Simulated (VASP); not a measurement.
# P (Im-3m) in VASP: notebook

P is run at these levels: PBE; tasks: single point, relaxation of cell and atoms.

Program: VASP 6.6.1. These are calculated values, not measurements. Logs are shortened: lines on timing, memory, paths and dates and some standing lists are left out, and cuts for length are marked.

### 1 The cell of the first run

The structure is cubic, space group Im-3m (No. 229). Conventional cell: a = 2.739 Å, b = 2.739 Å, c = 2.739 Å, α = 90.00°, β = 90.00°, γ = 90.00°. P (site symmetry m-3m) has 14 P at 2.37 to 2.74 Å within 3.1 Å.

This isn't the form of P at room conditions, which is orthorhombic.

### 2 Single point, PBE

Contents of INCAR:

```
  PREC = Accurate
  ENCUT = 500
  EDIFF = 1E-6
  ISMEAR = -1
  SIGMA = 0.05
  LREAL = False
  LASPH = True
  NELM = 120
  ALGO = Normal
  ISIF = 2
  LWAVE = False
  LCHARG = True
  GGA = PE
  LELF = True
  LVHAR = True
  NBANDS = 8
  GGA_COMPAT = False
```

Contents of KPOINTS:

```
Automatic mesh
0
Gamma
  21 21 21
```

Contents of POSCAR:

```
P
1.0
   -1.3697087583      1.3697087583      1.3697087583
    1.3697087583     -1.3697087583      1.3697087583
    1.3697087583      1.3697087583     -1.3697087583
P
1
Direct
    0.0000000000      0.0000000000      0.0000000000
```

Potentials or basis: VASP PAW PBE potentials, release 64 (P).

Command:

```
$ cat potpaw_PBE.64/P/POTCAR > POTCAR
$ mpirun -np 1 vasp_std > vasp.out
```

OUTCAR:

```text
PREC = Accurate
   ENCUT = 500
   EDIFF = 1E-6
   ISMEAR = -1
   LREAL = False
   LASPH = True
   NELM = 120
   ISIF = 2
   GGA = PE

 ion  position               nearest neighbor table
   1  0.000  0.000  0.000-

  LATTYP: Found a body centered cubic cell.
 ALAT       =     2.7394175166

  Lattice vectors:

 A1 = (  -1.3697087583,   1.3697087583,   1.3697087583)
 A2 = (   1.3697087583,  -1.3697087583,   1.3697087583)
 A3 = (   1.3697087583,   1.3697087583,  -1.3697087583)

Analysis of symmetry for initial positions (statically):
=====================================================================
 Subroutine PRICEL returns:
 Original cell was already a primitive cell.

 Routine SETGRP: Setting up the symmetry group for a
 body centered cubic supercell.

 Subroutine GETGRP returns: Found 48 space group operations
 (whereof 48 operations were pure point group operations)
 out of a pool of 48 trial point group operations.

The static configuration has the point symmetry O_h .

Analysis of symmetry for dynamics (positions and initial velocities):
=====================================================================
 Subroutine PRICEL returns:
 Original cell was already a primitive cell.

 Routine SETGRP: Setting up the symmetry group for a
 body centered cubic supercell.

 Subroutine GETGRP returns: Found 48 space group operations
 (whereof 48 operations were pure point group operations)
 out of a pool of 48 trial point group operations.

The dynamic configuration has the point symmetry O_h .

 Subroutine INISYM returns: Found 48 space group operations
 (whereof 48 operations are pure point group operations),
 and found     1 'primitive' translations

----------------------------------------------------------------------------------------

                                     Primitive cell

  volume of cell :      10.2789

  direct lattice vectors                    reciprocal lattice vectors
    -1.369708758  1.369708758  1.369708758     0.000000000  0.365041106  0.365041106
     1.369708758 -1.369708758  1.369708758     0.365041106  0.000000000  0.365041106
     1.369708758  1.369708758 -1.369708758     0.365041106  0.365041106  0.000000000

  length of vectors
     2.372405161  2.372405161  2.372405161     0.516246083  0.516246083  0.516246083

  position of ions in fractional coordinates (direct lattice)
     0.000000000  0.000000000  0.000000000

  ion indices of the primitive-cell ions
   primitive index   ion index
                 1           1

----------------------------------------------------------------------------------------

 KPOINTS: Automatic mesh

Automatic generation of k-mesh.
 Grid dimensions read from file:
 generate k-points for:   21   21   21

 Generating k-lattice:

  Cartesian coordinates                     Fractional coordinates (reciprocal lattice)
     0.000000000  0.017382910  0.017382910     0.047619048  0.000000000  0.000000000
     0.017382910  0.000000000  0.017382910     0.000000000  0.047619048  0.000000000
     0.017382910  0.017382910  0.000000000     0.000000000  0.000000000  0.047619048

  Length of vectors
     0.024583147  0.024583147  0.024583147

  Shift w.r.t. Gamma in fractional coordinates (k-lattice)
     0.000000000  0.000000000  0.000000000

 Subroutine IBZKPT returns following result:
 ===========================================

 Found    286 irreducible k-points:

 Following reciprocal coordinates:
            Coordinates               Weight
  0.000000  0.000000  0.000000      1.000000
  0.047619  0.000000  0.000000     12.000000
  0.095238  0.000000  0.000000     12.000000
  0.142857  0.000000  0.000000     12.000000
  0.190476  0.000000  0.000000     12.000000
  0.238095  0.000000  0.000000     12.000000
[... 16 lines left out ...]
  0.142857  0.095238  0.000000     48.000000
  0.190476  0.095238  0.000000     48.000000
 [... further k-points ...]
   k-points           NKPTS =    286   k-points in BZ     NKDIM =    286   number of bands    NBANDS=      8
   number of dos      NEDOS =    301   number of ions     NIONS =      1
   total plane-waves  NPLWV =   5832
   dimension x,y,z NGX =    18 NGY =   18 NGZ =   18
   dimension x,y,z NGXF=    36 NGYF=   36 NGZF=   36
   ions per type =               1
   NGX,Y,Z   is equivalent  to a cutoff of  12.61, 12.61, 12.61 a.u.
   NGXF,Y,Z  is equivalent  to a cutoff of  25.23, 25.23, 25.23 a.u.
 SYSTEM =  unknown system
   PREC   = accura    normal or accurate (medium, high low for compatibility)
   ISTART =      0    job   : 0-new  1-cont  2-samecut
   ICHARG =      2    charge: 1-file 2-atom 10-const
   ISPIN  =      1    spin polarized calculation?
   LNONCOLLINEAR =      F non collinear calculations
   LSORBIT =      F    spin-orbit coupling
   LASPH  =      T    aspherical Exc in radial PAW
   ENCUT  =  500.0 eV  36.75 Ry    6.06 a.u.   4.33  4.33  4.33*2*pi/ulx,y,z
   NELM   =    120;   NELMIN=  2; NELMDL= -5     # of ELM steps
   EDIFF  = 0.1E-05   stopping-criterion for ELM
   LREAL  =      F    real-space projection
   EDIFFG = 0.1E-04   stopping-criterion for IOM
   NSW    =      0    number of steps for IOM
   IBRION =     -1    ionic relax: 0-MD 1-quasi-New 2-CG
   NFREE  =      0    steps in history (QN), initial steepest desc. (CG)
   ISIF   =      2    stress and relaxation
   ISYM   =      2    0-nonsym 1-usesym 2-fastsym
   POTIM  = 0.5000    time-step for ionic-motion
   TEBEG  =    0.0;   TEEND  =   0.0 temperature during run
   PSTRESS=    0.0 pullay stress
   NELECT =       5.0000    total number of electrons
   NUPDOWN=      -1.0000    fix difference up-down
   EMIN   =  10.00;   EMAX   =-10.00  energy-range for DOS
   EFERMI =   0.00;   METHOD = LEGACY
   ISMEAR =    -1;   SIGMA  =   0.05  broadening in eV -4-tet -1-fermi 0-gaus
   EFERMI_NEDOS =   21; number of points for ismear=-14 and -15
   IALGO  =     38    algorithm
   IMIX   =      4    mixing-type and parameters
     AMIX     =   0.40;   BMIX     =  1.00
     AMIX_MAG =   1.60;   BMIX_MAG =  1.00
  volume/ion in A,a.u.               =      10.28        69.37
  Fermi-wavevector in a.u.,A,eV,Ry     =   1.287508  2.433037 22.554063  1.657677
  Thomas-Fermi vector in A             =   2.419518
   LORBIT       =      0    0 simple, 1 ext, 2 COOP (PROOUT), +10 PAW based schemes
   GGA     = PE    functional components
   LHFCALC =     F    Hartree Fock is set to
   AEXX    =    0.0000 exact exchange contribution
   IVDW    =     0    specifies the selected vdW correction
   LEPSILON=     F    determine dielectric tensor
   LRPA    =     F    only Hartree local field effects (RPA)
 non-spin polarized calculation
  energy-cutoff  :      500.00
  volume of cell :       10.28
 maximum number of plane-waves:       269
 NGX is ok and might be reduce to    18
   NGX =  9   NGY =  9   NGZ =  9

 number of electron       5.0000001 magnetization

 Free energy of the ion-electron system (eV)
  ---------------------------------------------------
  ext. energy  EPLUGINS =         0.00000000
  ---------------------------------------------------
  free energy    TOTEN  =        -4.12921330 eV

  energy without entropy =       -4.12582569  energy(sigma->0) =       -4.12751950

 E-fermi :  15.3998     XC(G=0): -13.0518

 val. band max:       15.3945840383   @ k =   0.2381   0.2381   0.0952
 cond. band min:      15.4011403719   @ k =   0.1429   0.1429   0.1429
 fundamental gap:      0.0065563336
 Fermi energy:        15.3998397540

 k-point     1 :       0.0000    0.0000    0.0000
  band No.  band energies     occupation
      1      -4.9890      2.00000
      2      26.3856      0.00000
      3      26.3856      0.00000
      4      26.3856      0.00000
      5      28.2837      0.00000
      6      28.2837      0.00000
      7      28.2837      0.00000
      8      33.1785      0.00000

 k-point     2 :       0.0476    0.0000    0.0000
  band No.  band energies     occupation
      1      -4.9025      2.00000
      2      25.3226      0.00000
      3      25.5919      0.00000
      4      26.2807      0.00000
      5      28.0044      0.00000
      6      28.8705      0.00000
      7      29.2261      0.00000
      8      32.4750      0.00000

 k-point     3 :       0.0952    0.0000    0.0000
  band No.  band energies     occupation
      1      -4.6431      2.00000
      2      23.3101      0.00000
      3      24.3914      0.00000
      4      25.9786      0.00000
      5      27.2989      0.00000
      6      29.3418      0.00000
      7      30.8711      0.00000
      8      31.6969      0.00000

 k-point     4 :       0.1429    0.0000    0.0000
  band No.  band energies     occupation
      1      -4.2115      2.00000
      2      20.9679      0.00000
      3      23.2612      0.00000
      4      25.5207      0.00000
      5      26.4011      0.00000
      6      28.9128      0.00000
      7      31.9222      0.00000
      8      32.7382      0.00000

 k-point     5 :       0.1905    0.0000    0.0000
  band No.  band energies     occupation
      1      -3.6084      2.00000
      2      18.5097      0.00000
      3      22.2578      0.00000
      4      24.9732      0.00000
      5      25.4757      0.00000
      6      28.1141      0.00000
      7      32.6917      0.00000
      8      33.1257      0.00000

 k-point     6 :       0.2381    0.0000    0.0000
  band No.  band energies     occupation
      1      -2.8353      2.00000
      2      16.0524      0.00000
      3      21.3935      0.00000
      4      24.4053      0.00000
      5      24.6119      0.00000
      6      27.3354      0.00000
      7      33.5716      0.00000
      8      33.6295      0.00000

 k-point     7 :       0.2857    0.0000    0.0000
  band No.  band energies     occupation
      1      -1.8940      2.00000
      2      13.6601      2.00000
      3      20.6723      0.00000
      4      23.8562      0.00000
      5      23.8728      0.00000
      6      26.6553      0.00000
      7      34.2186      0.00000
      8      34.6646      0.00000

 k-point     8 :       0.3333    0.0000    0.0000
  band No.  band energies     occupation
      1      -0.7865      2.00000
      2      11.3683      2.00000
      3      20.0952      0.00000
      4      23.2336      0.00000
      5      23.4139      0.00000
      6      26.0955      0.00000
      7      35.0377      0.00000
      8      35.7711      0.00000

 k-point     9 :       0.3810    0.0000    0.0000
  band No.  band energies     occupation
      1       0.4844      2.00000
      2       9.1982      2.00000
      3      19.6625      0.00000
      4      22.7579      0.00000
      5      23.0534      0.00000
      6      25.6671      0.00000
      7      35.9919      0.00000
      8      36.9054      0.00000

 k-point    10 :       0.4286    0.0000    0.0000
  band No.  band energies     occupation
      1       1.9147      2.00000
      2       7.1640      2.00000
      3      19.3743      0.00000
      4      22.4373      0.00000
      5      22.8061      0.00000
      6      25.3775      0.00000
      7      37.0061      0.00000
      8      37.9592      0.00000
[... 78 lines left out ...]
 k-point    18 :       0.3333    0.0476   -0.0000
  band No.  band energies     occupation
      1      -0.1076      2.00000
      2      10.3269      2.00000
      3      19.2563      0.00000
      4      21.7185      0.00000
      5      24.5658      0.00000
      6      26.4953      0.00000
      7      34.6408      0.00000
      8      37.1587      0.00000

 k-point    19 :       0.3810    0.0476   -0.0000
  band No.  band energies     occupation
      1       1.2433      2.00000
      2       8.2241      2.00000
      3      18.8886      0.00000
      4      21.3560      0.00000
      5      24.2221      0.00000
      6      26.1647      0.00000
      7      35.7128      0.00000
      8      38.0679      0.00000

 k-point    20 :       0.4286    0.0476    0.0000
  band No.  band energies     occupation
      1       2.7495      2.00000
      2       6.2642      2.00000
      3      18.6679      0.00000
      4      21.1358      0.00000
      5      24.0124      0.00000
      6      25.9630      0.00000
      7      36.8327      0.00000
      8      38.4870      0.00000

 k-point    21 :       0.4762    0.0476    0.0000
  band No.  band energies     occupation
      1       4.2190      2.00000
      2       4.6430      2.00000
      3      18.5943      0.00000
      4      21.0619      0.00000
      5      23.9420      0.00000
      6      25.8952      0.00000
      7      37.6352      0.00000
      8      38.2167      0.00000

 k-point    22 :       0.0952    0.0952    0.0000
  band No.  band energies     occupation
      1      -3.9528      2.00000
      2      20.7588      0.00000
      3      21.5041      0.00000
      4      24.0559      0.00000
      5      27.6576      0.00000
      6      29.4988      0.00000
      7      31.0727      0.00000
      8      32.6930      0.00000

 k-point    23 :       0.1429    0.0952    0.0000
  band No.  band energies     occupation
      1      -3.3504      2.00000
      2      18.6509      0.00000
      3      20.2004      0.00000
      4      23.2131      0.00000
      5      27.3672      0.00000
      6      29.1369      0.00000
      7      31.5459      0.00000
      8      33.7420      0.00000

 k-point    24 :       0.1905    0.0952    0.0000
  band No.  band energies     occupation
      1      -2.5782      2.00000
      2      16.2575      0.00000
      3      19.2677      0.00000
      4      22.4398      0.00000
      5      26.8619      0.00000
      6      28.8102      0.00000
      7      31.9507      0.00000
      8      35.0668      0.00000

 [... further k-points ...]

------------------------ aborting loop because EDIFF is reached ----------------------------------------

  FORCE on cell =-STRESS in cart. coord.  units (eV):
  Direction    XX          YY          ZZ          XY          YZ          ZX
  --------------------------------------------------------------------------------------
  -------------------------------------------------------------------------------------
  Total        3.7911085      3.7911085      3.7911085     -0.0000000     -0.0000000      0.0000000
  in kB      590.9246564    590.9246564    590.9246564     -0.0000000     -0.0000000      0.0000000
  external PRESSURE =     590.9246564 kB  Pullay stress =       0.0000000 kB

 VOLUME and BASIS-vectors are now :
 -----------------------------------------------------------------------------
  energy-cutoff  :      500.00
  volume of cell :       10.28
      direct lattice vectors                 reciprocal lattice vectors
    -1.369708758  1.369708758  1.369708758     0.000000000  0.365041106  0.365041106
     1.369708758 -1.369708758  1.369708758     0.365041106  0.000000000  0.365041106
     1.369708758  1.369708758 -1.369708758     0.365041106  0.365041106  0.000000000

 POSITION                                       TOTAL-FORCE (eV/Angst)
 -----------------------------------------------------------------------------------
      0.00000      0.00000      0.00000        -0.000000     -0.000000      0.000000
 -----------------------------------------------------------------------------------
    total drift:                               -0.000000      0.000000     -0.000000

  FREE ENERGIE OF THE ION-ELECTRON SYSTEM (eV)
  ---------------------------------------------------
  free  energy   TOTEN  =        -4.1292133021 eV

  energy  without entropy=       -4.1258256900  energy(sigma->0) =       -4.12751950
```

Run time: 7.5 s. Hardware: 1 thread of AMD EPYC 9R45 (Zen 5), shared host; peak memory 0.1 GiB.

Results:

* Free energy: -4.1292 eV
* Pressure: 59.1 GPa
* Band gap on the k mesh: zero (an odd number of electrons rules out a gap without spin polarisation)

Levels at points of the mesh, in eV from the Fermi level:
| k point | band 1 | band 2 | band 3 | band 4 | band 5 | band 6 | band 7 |
| --- | --- | --- | --- | --- | --- | --- | --- |
| (0.00, 0.00, 0.00) | -20.39 | 10.99 | 10.99 | 10.99 | 12.88 | 12.88 | 12.88 |

Caveat: the cell stands under pressure.

### 3 Single point, PBE

This run uses another cell than the first one, of 11.08 Å³/atom.

Contents of INCAR:

```
SYSTEM = P
PREC = Accurate ; ENCUT = 500
EDIFF = 1E-6 ; ISMEAR = -1
SIGMA = 0.05 ; LREAL = .FALSE.
LASPH = .TRUE. ; NELM = 120
ALGO = Normal ; ISIF = 2
LWAVE = .FALSE. ; LCHARG = .TRUE.
GGA = PE ; LELF = .TRUE.
LVHAR = .TRUE. ; NBANDS = 8
GGA_COMPAT = .FALSE.
```

Contents of KPOINTS:

```
regular mesh
0
G
  21 21 21
  0 0 0
```

Contents of POSCAR:

```
P
1.0
   -1.4043207754      1.4043207754      1.4043207754
    1.4043207754     -1.4043207754      1.4043207754
    1.4043207754      1.4043207754     -1.4043207754
P
1
Direct
    0.0000000000      0.0000000000      0.0000000000
```

Potentials or basis: VASP PAW PBE potentials, release 64 (P).

Command:

```
$ cat potpaw_PBE.64/P/POTCAR > POTCAR
$ mpirun -np 1 vasp_std > vasp.out
```

It took 7.5 s on 1 thread of AMD EPYC 9R45 (Zen 5), shared host; peak memory 0.1 GiB.

Results (log left out):

* Free energy: -4.3715 eV
* Pressure: 39.4 GPa
* Band gap on the k mesh: zero (an odd number of electrons rules out a gap without spin polarisation)

Levels at points of the mesh, in eV from the Fermi level:
```tsv
k point	band 1	band 2	band 3	band 4	band 5	band 6	band 7	band 8
(0.00, 0.00, 0.00)	-19.38	9.99	9.99	9.99	12.68	12.68	12.68	17.34
```

Caveat: the cell stands under pressure.

### 4 Single point, PBE

This run uses another cell than the first one, of 12.19 Å³/atom.

Contents of INCAR:

```
SYSTEM = P
  ALGO = Normal
  EDIFF = 1E-6
  ENCUT = 500
  GGA = PE
  GGA_COMPAT = .FALSE.
  ISIF = 2
  ISMEAR = -1
  LASPH = .TRUE.
  LCHARG = .TRUE.
  LELF = .TRUE.
  LREAL = .FALSE.
  LVHAR = .TRUE.
  LWAVE = .FALSE.
  NBANDS = 8
  NELM = 120
  PREC = Accurate
  SIGMA = 0.05
```

Contents of KPOINTS:

```
k-points
0
G
  21 21 21
  0 0 0
```

Contents of POSCAR:

```
P
1.0
   -1.4500092976      1.4500092976      1.4500092976
    1.4500092976     -1.4500092976      1.4500092976
    1.4500092976      1.4500092976     -1.4500092976
P
1
Direct
    0.0000000000      0.0000000000      0.0000000000
```

Command:

```
$ cat potpaw_PBE.64/P/POTCAR > POTCAR
$ mpirun -np 1 vasp_std > vasp.out
```

Run time: 7.3 s. Hardware: 1 thread of AMD EPYC 9R45 (Zen 5), shared host; peak memory 0.1 GiB.

It converged, with:

- Free energy: -4.5733 eV
- Pressure: 19.6 GPa
- Band gap on the k mesh: zero (an odd number of electrons rules out a gap without spin polarisation)

Levels at points of the mesh, in eV from the Fermi level:
| k point | band 1 | band 2 | band 3 | band 4 | band 5 | band 6 | band 7 |
| --- | --- | --- | --- | --- | --- | --- | --- |
| (0.00, 0.00, 0.00) | -18.20 | 8.80 | 8.80 | 8.80 | 12.39 | 12.39 | 12.39 |

Caveat: the cell stands under pressure.

(Continued in part 2 of 2.)
